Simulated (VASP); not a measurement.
Cr, 1 atom in the cell. The structure is cubic, space group Fm-3m (No. 225). The conventional cell has a = 3.623 Å, b = 3.623 Å, c = 3.623 Å, α = 90.00°, β = 90.00°, γ = 90.00°. Within 3.4 Å of Cr (site symmetry m-3m) lie 12 Cr at 2.56 Å. This isn't the form of Cr at room conditions, which is bcc.

- Program: VASP 6.6.1
- Task: single point
- Functional: PBE
- Potentials or basis: VASP PAW PBE potentials, release 64 (Cr_pv)
- Cutoff: 500 eV
- k mesh: 26 × 26 × 26
- Occupations: fermi-dirac, width 0.0612256 eV
- Spin: no spin polarisation
- Dipole correction: no
- Further INCAR settings: ALGO = Normal; EDIFF = 1e-06; NBANDS = 12

Potentials or basis: VASP PAW PBE potentials, release 64 (Cr_pv).

The run is started by

```sh
$ cat potpaw_PBE.64/Cr_pv/POTCAR > POTCAR
$ mpirun -np 1 vasp_std > vasp.out
```

Hardware: 1 thread of Intel(R) Xeon(R) 6975P-C (Granite Rapids) (shared host).

Problem. How long does it take, and how much memory?

Solution. Wall time 27 s on 1 thread of Intel(R) Xeon(R) 6975P-C (Granite Rapids), with other jobs on the host, peak memory 0.18 GiB. Counts: scf iterations 12, k points 511.
